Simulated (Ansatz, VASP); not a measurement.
**Two plane-wave programs on SnO**

```xyz
4
Lattice="3.7684 0.0000 0.0000 0.0000 3.7684 0.0000 0.0000 0.0000 4.6608" Properties=species:S:1:pos:R:3 pbc="T T T"
Sn    1.8842    0.0000    1.1440
Sn    0.0000    1.8842    3.5169
O     0.0000    0.0000    0.0000
O     1.8842    1.8842    0.0000
```

Alike in both runs: functional LDA; k mesh 10 × 10 × 8; occupations gaussian, width 0.01 eV; no spin polarisation.

Ansatz relaxed the structure, and its values are those at the end. VASP's run is a single point on that final structure, the one shown.

```csv
,VASP,Ansatz
version,VASP 6.6.1,Ansatz 0.2.0
potentials or method,"VASP PAW LDA potentials, release 64 (Sn_d, O_h), cutoff 1340 eV","scalar-relativistic, plane waves, PAW"
valence electrons in the cell,40,40
```

|  | VASP | Ansatz | Ansatz less VASP |
| --- | --- | --- | --- |
| gap on the k mesh at the Fermi level (eV) | none | none | - |
| pressure (GPa) | 0.3 | 0.0 | -0.27 |
| rms of the force components (eV/Å) | 0.040 | 0.002 | -0.0388 |

LDA's correlation is that of Perdew and Zunger in VASP and of Perdew and Wang (1992) in Ansatz. A gap of «none» marks a metal or a gap that the smearing closes.
